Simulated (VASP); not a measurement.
# GaSb3 (Fm-3m) in VASP: a series of runs, part 2 of 2

VASP 6.6.1. The steps go on from the part before.

## 3. Single point, PBE

This run uses another cell than the first one, of 25.69 Å³/atom, 0.990 times its volume.

INCAR

```
SYSTEM = GaSb3
ALGO = Normal ; EDIFF = 1E-6
ENCUT = 520 ; GGA = PE
ISIF = 2 ; ISMEAR = 0
LASPH = .TRUE. ; LCHARG = .FALSE.
LREAL = .FALSE. ; LWAVE = .FALSE.
NBANDS = 22 ; NELM = 100
PREC = Accurate ; SIGMA = 0.1
```

KPOINTS

```
k-points
0
G
  12 12 12
  0 0 0
```

POSCAR

```
GaSb3
1.0
    0.0000000000      3.7177383373      3.7177383373
    3.7177383373      0.0000000000      3.7177383373
    3.7177383373      3.7177383373      0.0000000000
Ga Sb
1 3
Direct
    0.0000000000      0.0000000000      0.0000000000
    0.2500000000      0.2500000000      0.2500000000
    0.7500000000      0.7500000000      0.7500000000
    0.5000000000      0.5000000000      0.5000000000
```

Potentials or basis: VASP PAW PBE potentials, release 64 (Ga_d, Sb).

On the command line:

```sh
cat potpaw_PBE.64/Ga_d/POTCAR potpaw_PBE.64/Sb/POTCAR > POTCAR
mpirun -np 1 vasp_std > vasp.out
```

OUTCAR:

```text
SYSTEM = GaSb3
   EDIFF = 1E-6
   ENCUT = 520
   GGA = PE
   ISIF = 2
   ISMEAR = 0
   LASPH = .TRUE.
   LREAL = .FALSE.
   NELM = 100
   PREC = Accurate

 ion  position               nearest neighbor table
   1  0.000  0.000  0.000-   3 3.22   3 3.22   3 3.22   2 3.22   3 3.22   2 3.22   2 3.22   2 3.22

   2  0.250  0.250  0.250-   1 3.22   1 3.22   1 3.22   1 3.22   4 3.22   4 3.22   4 3.22   4 3.22
                             3 3.72   3 3.72   3 3.72   3 3.72   3 3.72   3 3.72
   3  0.750  0.750  0.750-   4 3.22   4 3.22   4 3.22   1 3.22   4 3.22   1 3.22   1 3.22   1 3.22
                             2 3.72   2 3.72   2 3.72   2 3.72   2 3.72   2 3.72
   4  0.500  0.500  0.500-   2 3.22   2 3.22   2 3.22   2 3.22   3 3.22   3 3.22   3 3.22   3 3.22

  LATTYP: Found a face centered cubic cell.
 ALAT       =     7.4354766746

  Lattice vectors:

 A1 = (   0.0000000000,   3.7177383373,   3.7177383373)
 A2 = (   3.7177383373,   0.0000000000,   3.7177383373)
 A3 = (   3.7177383373,   3.7177383373,   0.0000000000)

Analysis of symmetry for initial positions (statically):
=====================================================================
[... 176 lines left out ...]
 E-fermi :   7.5713     XC(G=0): -10.2357

 val. band max:        7.5433439551   @ k =   0.4167   0.2500   0.0000
 cond. band min:       7.5722522359   @ k =   0.5000   0.0000   0.0000
 fundamental gap:      0.0289082808
 Fermi energy:         7.5712549226

 k-point     1 :       0.0000    0.0000    0.0000
  band No.  band energies     occupation
      1      -7.2381      2.00000
      2      -7.2381      2.00000
      3      -7.2381      2.00000
      4      -7.2252      2.00000
      5      -7.2252      2.00000
      6      -4.9295      2.00000
[... 589 lines left out ...]
     21      12.6425      0.00000
     22      15.6326      0.00000

 [... further k-points ...]

------------------------ aborting loop because EDIFF is reached ----------------------------------------

  FORCE on cell =-STRESS in cart. coord.  units (eV):
  Direction    XX          YY          ZZ          XY          YZ          ZX
  --------------------------------------------------------------------------------------
  -------------------------------------------------------------------------------------
  Total       -0.0648994     -0.0648994     -0.0648994     -0.0000000      0.0000000      0.0000000
  in kB       -1.0117773     -1.0117773     -1.0117773     -0.0000000      0.0000000      0.0000000
  external PRESSURE =      -1.0117773 kB  Pullay stress =       0.0000000 kB

 VOLUME and BASIS-vectors are now :
 -----------------------------------------------------------------------------
  energy-cutoff  :      520.00
  volume of cell :      102.77
      direct lattice vectors                 reciprocal lattice vectors
     0.000000000  3.717738337  3.717738337    -0.134490369  0.134490369  0.134490369
     3.717738337  0.000000000  3.717738337     0.134490369 -0.134490369  0.134490369
     3.717738337  3.717738337  0.000000000     0.134490369  0.134490369 -0.134490369

 POSITION                                       TOTAL-FORCE (eV/Angst)
 -----------------------------------------------------------------------------------
      0.00000      0.00000      0.00000        -0.000000      0.000000     -0.000000
      1.85887      1.85887      1.85887         0.000000      0.000000      0.000000
      5.57661      5.57661      5.57661        -0.000000     -0.000000     -0.000000
      3.71774      3.71774      3.71774        -0.000000      0.000000     -0.000000
 -----------------------------------------------------------------------------------
    total drift:                               -0.000000      0.000000      0.000000

  FREE ENERGIE OF THE ION-ELECTRON SYSTEM (eV)
  ---------------------------------------------------
  free  energy   TOTEN  =       -14.5401051016 eV

  energy  without entropy=      -14.5296671627  energy(sigma->0) =      -14.53488613
```

Run time: 2.1 min. Hardware: 1 thread of Intel Xeon 6975P-C, shared host; peak memory 0.34 GiB.

Results:

| Item | Value |
| --- | --- |
| Free energy | -14.5401 eV |
| Pressure | -0.1 GPa |
| Band gap on the k mesh | zero (band 14 reaches 9.03 eV, above the bottom of band 15 at 5.17 eV) |

Caveat: spin-orbit coupling is left out, which moves the levels of the heavy elements.

## 4. Relaxation of cell and atoms, PBE

INCAR

```
PREC = Accurate ; ENCUT = 600
EDIFF = 1E-7 ; ISMEAR = 0
SIGMA = 0.1 ; LREAL = False
LASPH = True ; NELM = 80
ALGO = Normal ; ISIF = 3
LWAVE = False ; LCHARG = False
GGA = PE ; IBRION = 2
NSW = 100 ; EDIFFG = -0.01
```

KPOINTS

```
regular mesh
0
Gamma
  12 12 12
```

POSCAR

```
GaSb3
1.0
    0.0000000000      3.7305951100      3.7305951100
    3.7305951100      0.0000000000      3.7305951100
    3.7305951100      3.7305951100      0.0000000000
Ga Sb
1 3
Direct
    0.0000000000      0.0000000000      0.0000000000
    0.2500000000      0.2500000000      0.2500000000
    0.7500000000      0.7500000000      0.7500000000
    0.5000000000      0.5000000000      0.5000000000
```

On the command line:

```sh
cat potpaw_PBE.64/Ga_d/POTCAR potpaw_PBE.64/Sb/POTCAR > POTCAR
mpirun -np 1 vasp_std > vasp.out
```

Wall time 7.2 min (1 thread of Intel Xeon 6975P-C, shared host); peak memory 0.38 GiB.

It converged, with:

```
Free energy                            : -14.5401 eV
Relaxed volume                         : 25.65 Å³/atom
Relaxed cell                           : a = 5.255 Å, b = 5.255 Å, c = 5.255 Å, α = 60.00°, β = 60.00°, γ = 60.00°
Space group after relaxing (to 0.05 Å) : Fm-3m (No. 225)
Energy gained by relaxing              : 0.6 meV/atom
Ionic steps                            : 3
Pressure after relaxing                : 0.0 GPa
```

Step by step:
```
step  energy change (eV)  largest force (eV/Å)  pressure (GPa)  volume (Å³)
   1              0.0000                0.0000           -0.64       103.84
   2             -0.0023                0.0000            0.17       102.30
   3             -0.0025                0.0000            0.00       102.60
```

Final structure:
```
CELL_PARAMETERS angstrom
0.00000 3.71569 3.71569
3.71569 0.00000 3.71569
3.71569 3.71569 0.00000
ATOMIC_POSITIONS crystal
Ga 0.00000 0.00000 0.00000
Sb 0.25000 0.25000 0.25000
Sb 0.75000 0.75000 0.75000
Sb 0.50000 0.50000 0.50000
```

Levels at points of the mesh, in eV from the Fermi level:
| k point | band 11 | band 12 | band 13 | band 14 | band 15 | band 16 | band 17 | band 18 |
| --- | --- | --- | --- | --- | --- | --- | --- | --- |
| (0.00, 0.00, 0.00) | -2.58 | -2.58 | -2.41 | -2.41 | -2.41 | -0.69 | -0.69 | -0.69 |
| (0.50, 0.00, 0.00) | -3.57 | -2.62 | -2.62 | -0.34 | 0.00 | 2.10 | 2.10 | 3.00 |
| (0.50, 0.50, 0.00) | -5.21 | 0.67 | 1.01 | 1.09 | 1.09 | 1.93 | 1.93 | 2.09 |

Caveat: the bands computed are all filled at some k points, so no gap is given; spin-orbit coupling is left out, which moves the levels of the heavy elements.

## 5. The runs side by side

| task | cell | k mesh | cutoff (eV) | gap on the mesh (eV) | pressure (GPa) |
| --- | --- | --- | --- | --- | --- |
| single point | a = 5.276 Å, angles 60.0°, 4 atoms | 4 × 4 × 4 | 520 | none | -2.5 |
| single point | a = 5.258 Å, angles 60.0°, 4 atoms | 12 × 12 × 12 | 520 | none | -0.1 |
| relaxation of cell and atoms | relaxed from a = 5.276 Å, angles 60.0°, 4 atoms | 12 × 12 × 12 | 600 | - | 0.0 |

Alike in all rows: level PBE; potentials or basis VASP PAW PBE potentials, release 64 (Ga_d, Sb); no spin polarisation; smearing gaussian 0.1 eV.

Caveats: some runs use coarse meshes; spin-orbit coupling is left out, which moves the levels of the heavy elements; the bands computed are all filled at some k points, so no gap is given (some runs).

Total energies depend on the potentials used, so only differences within one code and one set of settings carry meaning.
